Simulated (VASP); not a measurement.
# BN (Cmc2_1) in VASP: further runs

Runs on BN. Level: PBE. Tasks: single point.

Program: VASP 6.6.1. These are calculated values, not measurements. Logs are shortened: lines on timing, memory, paths and dates and some standing lists are left out, and cuts for length are marked.

**1. The cell of the first run**

It takes space group Cmc2_1 (No. 36, orthorhombic). The conventional cell has a = 2.554 Å, b = 4.424 Å, c = 4.227 Å, α = 90.00°, β = 90.00°, γ = 90.00°. Within 2.1 Å of B (site symmetry m) lie 4 N at 1.56 to 1.69 Å. Within 2.1 Å of N (site symmetry m) lie 4 B at 1.56 to 1.69 Å.

**2. Single point, PBE (mode 4 (471.6 1/cm) frozen in, largest displacement -0.300 Å)**

INCAR reads:

```
SYSTEM = BN
ALGO = Normal
EDIFF = 1E-6
ENCUT = 520
GGA = PE
ISIF = 2
ISMEAR = 0
LASPH = .TRUE.
LCHARG = .TRUE.
LELF = .TRUE.
LREAL = .FALSE.
LVHAR = .TRUE.
LWAVE = .FALSE.
NBANDS = 16
NELM = 60
PREC = Accurate
SIGMA = 0.05
```

KPOINTS reads:

```
k-points
0
G
  12 12 6
  0 0 0
```

POSCAR reads:

```
BN
1.0
    2.5539396017      0.0000000000      0.0000000000
   -1.2769698009      2.2117765748      0.0000000000
    0.0000000000      0.0000000000      4.2268550000
B N
2 2
Direct
    0.6033513803      0.2067027605      0.9997240000
    0.3966486197      0.7932972395      0.4997240000
    0.7344854517      0.4689709033      0.6252760000
    0.2655145483      0.5310290967      0.1252760000
```

Potentials or basis: VASP PAW PBE potentials, release 64 (B, N).

Started as:

```console
$ cat potpaw_PBE.64/B/POTCAR potpaw_PBE.64/N/POTCAR > POTCAR
$ mpirun -np 1 vasp_std > vasp.out
```

OUTCAR:

```text
SYSTEM = BN
   EDIFF = 1E-6
   ENCUT = 520
   GGA = PE
   ISIF = 2
   ISMEAR = 0
   LASPH = .TRUE.
   LREAL = .FALSE.
   NELM = 60
   PREC = Accurate

 ion  position               nearest neighbor table
   1  0.603  0.207  1.000-   4 1.56   4 1.56   4 1.59   3 1.69
   2  0.397  0.793  0.500-   3 1.56   3 1.56   3 1.59   4 1.69
   3  0.734  0.469  0.625-   2 1.56   2 1.56   2 1.59   1 1.69
   4  0.266  0.531  0.125-   1 1.56   1 1.56   1 1.59   2 1.69

  LATTYP: Found a hexagonal cell.
 ALAT       =     2.5539396017
 C/A-ratio  =     1.6550332659

  Lattice vectors:

 A1 = (   2.5539396017,   0.0000000000,   0.0000000000)
 A2 = (  -1.2769698009,   2.2117765748,   0.0000000000)
 A3 = (   0.0000000000,   0.0000000000,   4.2268550000)

Analysis of symmetry for initial positions (statically):
=====================================================================
 Subroutine PRICEL returns:
 Original cell was already a primitive cell.

 Routine SETGRP: Setting up the symmetry group for a
 hexagonal supercell.

 Subroutine GETGRP returns: Found  4 space group operations
 (whereof  2 operations were pure point group operations)
 out of a pool of 24 trial point group operations.

The static configuration has the point symmetry C_1h.
 The point group associated with its full space group is C_2v.

Analysis of symmetry for dynamics (positions and initial velocities):
=====================================================================
 Subroutine PRICEL returns:
 Original cell was already a primitive cell.

 Routine SETGRP: Setting up the symmetry group for a
 hexagonal supercell.

 Subroutine GETGRP returns: Found  4 space group operations
 (whereof  2 operations were pure point group operations)
 out of a pool of 24 trial point group operations.

The dynamic configuration has the point symmetry C_1h.
 The point group associated with its full space group is C_2v.

 Subroutine INISYM returns: Found  4 space group operations
 (whereof  2 operations are pure point group operations),
 and found     1 'primitive' translations

----------------------------------------------------------------------------------------

                                     Primitive cell

  volume of cell :      23.8764

  direct lattice vectors                    reciprocal lattice vectors
     2.553939602  0.000000000  0.000000000     0.391551938  0.226062617  0.000000000
    -1.276969801  2.211776575  0.000000000     0.000000000  0.452125233  0.000000000
     0.000000000  0.000000000  4.226855000     0.000000000  0.000000000  0.236582518

  length of vectors
     2.553939602  2.553939602  4.226855000     0.452125233  0.452125233  0.236582518

  position of ions in fractional coordinates (direct lattice)
     0.603351380  0.206702761  0.999724000
     0.396648620  0.793297239  0.499724000
     0.734485452  0.468970903  0.625276000
     0.265514548  0.531029097  0.125276000

  ion indices of the primitive-cell ions
   primitive index   ion index
                 1           1
                 2           2
                 3           3
                 4           4

----------------------------------------------------------------------------------------

 KPOINTS: k-points

Automatic generation of k-mesh.
 Grid dimensions read from file:
 generate k-points for:   12   12    6

 Generating k-lattice:

  Cartesian coordinates                     Fractional coordinates (reciprocal lattice)
     0.032629328  0.018838551  0.000000000     0.083333333  0.000000000  0.000000000
     0.000000000  0.037677103  0.000000000     0.000000000  0.083333333  0.000000000
     0.000000000  0.000000000  0.039430420     0.000000000  0.000000000  0.166666667

  Length of vectors
     0.037677103  0.037677103  0.039430420

  Shift w.r.t. Gamma in fractional coordinates (k-lattice)
     0.000000000  0.000000000  0.000000000

 Subroutine IBZKPT returns following result:
 ===========================================

 Found    172 irreducible k-points:

 Following reciprocal coordinates:
            Coordinates               Weight
  0.000000  0.000000  0.000000      1.000000
  0.083333  0.000000  0.000000      4.000000
  0.000000  0.083333  0.000000      2.000000
  0.166667  0.000000  0.000000      4.000000
  0.000000  0.166667  0.000000      2.000000
  0.250000  0.000000  0.000000      4.000000
[... 16 lines left out ...]
 -0.083333  0.416667  0.000000      4.000000
 -0.416667  0.333333  0.000000      4.000000
 [... further k-points ...]
   k-points           NKPTS =    172   k-points in BZ     NKDIM =    172   number of bands    NBANDS=     16
   number of dos      NEDOS =    301   number of ions     NIONS =      4
   total plane-waves  NPLWV =  12800
   dimension x,y,z NGX =    20 NGY =   20 NGZ =   32
   dimension x,y,z NGXF=    40 NGYF=   40 NGZF=   64
   ions per type =               2   2
   NGX,Y,Z   is equivalent  to a cutoff of  13.02, 13.02, 12.59 a.u.
   NGXF,Y,Z  is equivalent  to a cutoff of  26.04, 26.04, 25.17 a.u.
 SYSTEM =  BN
   PREC   = accura    normal or accurate (medium, high low for compatibility)
   ISTART =      0    job   : 0-new  1-cont  2-samecut
   ICHARG =      2    charge: 1-file 2-atom 10-const
   ISPIN  =      1    spin polarized calculation?
   LNONCOLLINEAR =      F non collinear calculations
   LSORBIT =      F    spin-orbit coupling
   LASPH  =      T    aspherical Exc in radial PAW
   ENCUT  =  520.0 eV  38.22 Ry    6.18 a.u.   4.75  4.75  7.86*2*pi/ulx,y,z
   NELM   =     60;   NELMIN=  2; NELMDL= -5     # of ELM steps
   EDIFF  = 0.1E-05   stopping-criterion for ELM
   LREAL  =      F    real-space projection
[... 7 lines left out ...]
   TEBEG  =    0.0;   TEEND  =   0.0 temperature during run
   PSTRESS=    0.0 pullay stress
   NELECT =      16.0000    total number of electrons
   NUPDOWN=      -1.0000    fix difference up-down
   EMIN   =  10.00;   EMAX   =-10.00  energy-range for DOS
   EFERMI =   0.00;   METHOD = LEGACY
   ISMEAR =     0;   SIGMA  =   0.05  broadening in eV -4-tet -1-fermi 0-gaus
   EFERMI_NEDOS =   21; number of points for ismear=-14 and -15
   IALGO  =     38    algorithm
   IMIX   =      4    mixing-type and parameters
     AMIX     =   0.40;   BMIX     =  1.00
     AMIX_MAG =   1.60;   BMIX_MAG =  1.00
  volume/ion in A,a.u.               =       5.97        40.28
  Fermi-wavevector in a.u.,A,eV,Ry     =   1.432600  2.707222 27.923836  2.052344
  Thomas-Fermi vector in A             =   2.552210
   LORBIT       =      0    0 simple, 1 ext, 2 COOP (PROOUT), +10 PAW based schemes
   GGA     = PE    functional components
   LHFCALC =     F    Hartree Fock is set to
   AEXX    =    0.0000 exact exchange contribution
   IVDW    =     0    specifies the selected vdW correction
   LEPSILON=     F    determine dielectric tensor
   LRPA    =     F    only Hartree local field effects (RPA)
 non-spin polarized calculation
 Gauss-broadening in eV      SIGMA  =   0.05
  energy-cutoff  :      520.00
  volume of cell :       23.88
 maximum number of plane-waves:       660
   NGX =  9   NGY =  9   NGZ = 15

 number of electron      16.0000000 magnetization

 Free energy of the ion-electron system (eV)
  ---------------------------------------------------
  ext. energy  EPLUGINS =         0.00000000
  ---------------------------------------------------
  free energy    TOTEN  =       -33.18727847 eV

  energy without entropy =      -33.18727847  energy(sigma->0) =      -33.18727847

 E-fermi :   8.2750     XC(G=0): -12.8456

 val. band max:        8.0684099947   @ k =   0.0000   0.0000   0.0000
 cond. band min:      10.6370506722   @ k =  -0.1667  -0.4167   0.0000
 fundamental gap:      2.5686406775
 Fermi energy:         8.2750086028

 k-point     1 :       0.0000    0.0000    0.0000
  band No.  band energies     occupation
      1     -12.7568      2.00000
      2      -8.6088      2.00000
      3      -3.0701      2.00000
      4       5.4000      2.00000
      5       6.3154      2.00000
      6       6.4482      2.00000
[... 8 lines left out ...]
     15      20.0345      0.00000
     16      21.6607      0.00000

 k-point     2 :       0.0833    0.0000    0.0000
  band No.  band energies     occupation
      1     -12.6047      2.00000
      2      -8.4939      2.00000
      3      -2.9165      2.00000
      4       4.7637      2.00000
      5       5.7892      2.00000
      6       6.3063      2.00000
[... 8 lines left out ...]
     15      20.4735      0.00000
     16      21.6313      0.00000

 k-point     3 :       0.0000    0.0833    0.0000
  band No.  band energies     occupation
      1     -12.6083      2.00000
      2      -8.4808      2.00000
      3      -2.9210      2.00000
      4       5.1268      2.00000
      5       5.1916      2.00000
      6       6.2542      2.00000
[... 8 lines left out ...]
     15      19.9280      0.00000
     16      21.4492      0.00000

 k-point     4 :       0.1667    0.0000    0.0000
  band No.  band energies     occupation
      1     -12.1523      2.00000
      2      -8.1662      2.00000
      3      -2.4616      2.00000
      4       3.1087      2.00000
      5       4.8770      2.00000
      6       5.5571      2.00000
[... 8 lines left out ...]
     15      21.2550      0.00000
     16      21.9680      0.00000

 k-point     5 :       0.0000    0.1667    0.0000
  band No.  band energies     occupation
      1     -12.1689      2.00000
      2      -8.1059      2.00000
      3      -2.4823      2.00000
      4       3.1870      2.00000
      5       4.4753      2.00000
      6       5.0992      2.00000
[... 8 lines left out ...]
     15      20.5399      0.00000
     16      21.6401      0.00000

 k-point     6 :       0.2500    0.0000    0.0000
  band No.  band energies     occupation
      1     -11.4136      2.00000
      2      -7.6928      2.00000
      3      -1.7298      2.00000
      4       1.1381      2.00000
      5       3.5097      2.00000
      6       4.5812      2.00000
[... 8 lines left out ...]
     15      21.8041      0.00000
     16      23.1296      0.00000

 k-point     7 :       0.0000    0.2500    0.0000
  band No.  band energies     occupation
      1     -11.4626      2.00000
      2      -7.5177      2.00000
      3      -1.7880      2.00000
      4       0.9534      2.00000
      5       3.5044      2.00000
      6       3.7368      2.00000
[... 8 lines left out ...]
     15      21.5658      0.00000
     16      22.8446      0.00000

 k-point     8 :       0.3333    0.0000    0.0000
  band No.  band energies     occupation
      1     -10.4210      2.00000
      2      -7.2585      2.00000
      3      -0.8082      2.00000
      4      -0.5870      2.00000
      5       1.9219      2.00000
      6       3.8828      2.00000
[... 8 lines left out ...]
     15      22.5993      0.00000
     16      24.1866      0.00000

 k-point     9 :       0.0000    0.3333    0.0000
  band No.  band energies     occupation
      1     -10.5521      2.00000
      2      -6.8021      2.00000
      3      -1.2522      2.00000
      4      -0.8017      2.00000
      5       1.8821      2.00000
      6       3.1119      2.00000
[... 8 lines left out ...]
     15      22.8487      0.00000
     16      24.1417      0.00000
[... 172 lines left out ...]
 k-point    19 :       0.2500    0.0833    0.0000
  band No.  band energies     occupation
      1     -10.8597      2.00000
      2      -7.3230      2.00000
      3      -1.2055      2.00000
      4       0.2586      2.00000
      5       2.1349      2.00000
      6       3.9998      2.00000
[... 8 lines left out ...]
     15      22.4656      0.00000
     16      22.9548      0.00000

 k-point    20 :      -0.0833    0.3333    0.0000
  band No.  band energies     occupation
      1     -10.9181      2.00000
      2      -7.1138      2.00000
      3      -1.2746      2.00000
      4      -0.0493      2.00000
      5       2.1949      2.00000
      6       3.4294      2.00000
[... 8 lines left out ...]
     15      22.7444      0.00000
     16      23.4511      0.00000

 k-point    21 :      -0.3333    0.2500    0.0000
  band No.  band energies     occupation
      1     -10.8257      2.00000
      2      -7.4354      2.00000
      3      -1.1526      2.00000
      4       0.2639      2.00000
      5       2.7742      2.00000
      6       3.3588      2.00000
[... 8 lines left out ...]
     15      22.5685      0.00000
     16      23.8812      0.00000

 k-point    22 :       0.3333    0.0833    0.0000
  band No.  band energies     occupation
      1      -9.7815      2.00000
      2      -7.0449      2.00000
      3      -1.1098      2.00000
      4      -0.3996      2.00000
      5       1.1271      2.00000
      6       3.0779      2.00000
[... 8 lines left out ...]
     15      23.3616      0.00000
     16      23.9867      0.00000

 k-point    23 :      -0.0833    0.4167    0.0000
  band No.  band energies     occupation
      1      -9.9650      2.00000
      2      -6.4263      2.00000
      3      -1.9850      2.00000
      4      -0.3151      2.00000
      5       1.0706      2.00000
      6       2.5687      2.00000
[... 8 lines left out ...]
     15      23.6989      0.00000
     16      24.3619      0.00000

 k-point    24 :      -0.4167    0.3333    0.0000
  band No.  band energies     occupation
      1      -9.7274      2.00000
      2      -7.1892      2.00000
      3      -1.0641      2.00000
      4      -0.2523      2.00000
      5       1.3211      2.00000
      6       2.7851      2.00000
[... 8 lines left out ...]
     15      22.8613      0.00000
     16      24.3497      0.00000

 [... further k-points ...]
[... 5 lines left out ...]
  --------------------------------------------------------------------------------------
  -------------------------------------------------------------------------------------
  Total        2.4512536     -4.7021622      1.8460884      0.0000000      0.0000000      0.0000000
  in kB      164.4862525   -315.5287698    123.8779011      0.0000000      0.0000000      0.0000000
  external PRESSURE =      -9.0548721 kB  Pullay stress =       0.0000000 kB

 VOLUME and BASIS-vectors are now :
 -----------------------------------------------------------------------------
  energy-cutoff  :      520.00
  volume of cell :       23.88
      direct lattice vectors                 reciprocal lattice vectors
     2.553939602  0.000000000  0.000000000     0.391551938  0.226062617  0.000000000
    -1.276969801  2.211776575  0.000000000     0.000000000  0.452125233  0.000000000
     0.000000000  0.000000000  4.226855000     0.000000000  0.000000000  0.236582518

 POSITION                                       TOTAL-FORCE (eV/Angst)
 -----------------------------------------------------------------------------------
      1.27697      0.45718      4.22569        -0.000000      2.345397      0.476827
     -0.00000      1.75460      2.11226         0.000000     -2.345397      0.476827
      1.27697      1.03726      2.64295         0.000000     -2.903520     -0.476827
     -0.00000      1.17452      0.52952        -0.000000      2.903520     -0.476827
 -----------------------------------------------------------------------------------
    total drift:                                0.000000     -0.000000      0.000551

  FREE ENERGIE OF THE ION-ELECTRON SYSTEM (eV)
  ---------------------------------------------------
  free  energy   TOTEN  =       -33.1872784725 eV

  energy  without entropy=      -33.1872784725  energy(sigma->0) =      -33.18727847
```

Run time: 24 s. Hardware: 1 thread of Intel Xeon 6975P-C (Granite Rapids), shared host; peak memory 0.16 GiB.

What came out:

```
Free energy            : -33.1873 eV
Pressure               : -0.9 GPa
Largest force          : 2.942 eV/Å
Band gap on the k mesh : 2.57 eV, indirect (least direct gap 4.74 eV)
```

Forces on the atoms (eV/Å):
```
B    0.000  2.345  0.477
B    0.000 -2.345  0.477
N    0.000 -2.904 -0.477
N    0.000  2.904 -0.477
```

Stress tensor (GPa, compression positive):
```
 16.45   0.00   0.00
  0.00 -31.55   0.00
  0.00   0.00  12.39
```

Levels at points of the mesh, in eV from the valence-band top:
```tsv
k point	band 4	band 5	band 6	band 7	band 8	band 9	band 10	band 11	band 12	band 13
(0.00, 0.00, 0.00)	-2.67	-1.75	-1.62	-0.59	0.00	7.12	7.19	7.42	7.70	10.95
(0.50, 0.00, 0.00)	-9.10	-6.46	-4.92	-4.76	-3.59	6.34	8.17	8.46	9.63	11.03
(0.00, 0.50, 0.00)	-8.14	-7.57	-5.50	-2.78	-2.35	2.71	6.45	9.95	10.31	11.75
(0.00, 0.00, 0.50)	-5.90	-1.75	-1.75	-1.65	-1.65	7.37	7.37	9.20	9.20	10.23
(0.50, 0.00, 0.50)	-10.72	-4.76	-4.76	-2.68	-2.68	5.14	5.14	8.67	8.67	12.82
(0.00, 0.50, 0.50)	-10.37	-4.34	-4.34	-3.76	-3.76	4.75	4.75	9.43	9.43	13.59
```

Caveat: the cell differs from its parent crystal (mode 4 (471.6 1/cm) frozen in, largest displacement -0.300 Å); forces of over 1 eV/Å act on the atoms, so gaps and moduli don't describe the material at rest.

[end of part 1 of 3]
